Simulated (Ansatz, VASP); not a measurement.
HfO2: VASP beside Ansatz

```
Hf O
1.0
     0.00320    2.55750    2.55750
     2.55750    0.00320    2.55750
     2.56070    2.56070    0.00000
Hf O
1 2
Direct
  0.00000 0.00000 0.00000
  0.25000 0.25000 0.25000
  0.75000 0.75000 0.75000
```

Change from the starting cell: strain +0.0025 x Voigt [0, 0, 0, 0, 0, 1], atoms carried along.

Alike in both runs: task single point; functional r2SCAN; k mesh 8 × 8 × 8; occupations gaussian, width 0.05 eV; no spin polarisation.

|  | VASP | Ansatz |
| --- | --- | --- |
| version | VASP 6.6.1 | Ansatz 0.2.0 |
| potentials or method | VASP PAW PBE potentials, release 64 (Hf_pv, O), cutoff 520 eV | scalar-relativistic, plane waves, PAW |
| valence electrons in the cell | 22 | 38 |

VASP gave:

```
gap on the k mesh at the Fermi level (eV)                     : 4.21
least direct gap on the mesh (eV)                             : 4.21
pressure (GPa)                                                : -12.1
traceless stress, the component that is largest in VASP (GPa) : -0.19
rms of the force components (eV/Å)                            : 0.006
```

**Question.** What did Ansatz give for the same quantities?

**Answer.** gap on the k mesh at the Fermi level (eV): 4.21; least direct gap on the mesh (eV): 4.21; pressure (GPa): -8.4; traceless stress, the component that is largest in VASP (GPa): -0.21; rms of the force components (eV/Å): 0.007.

VASP's potentials were made for PBE, not for r2SCAN. Atom by atom the forces differ by 0.001 eV/Å (rms over components). VASP's potentials hold 22 valence electrons a cell and Ansatz's 38, so a difference there can come from the potentials and not from the codes.

Neither program's run includes spin-orbit coupling.
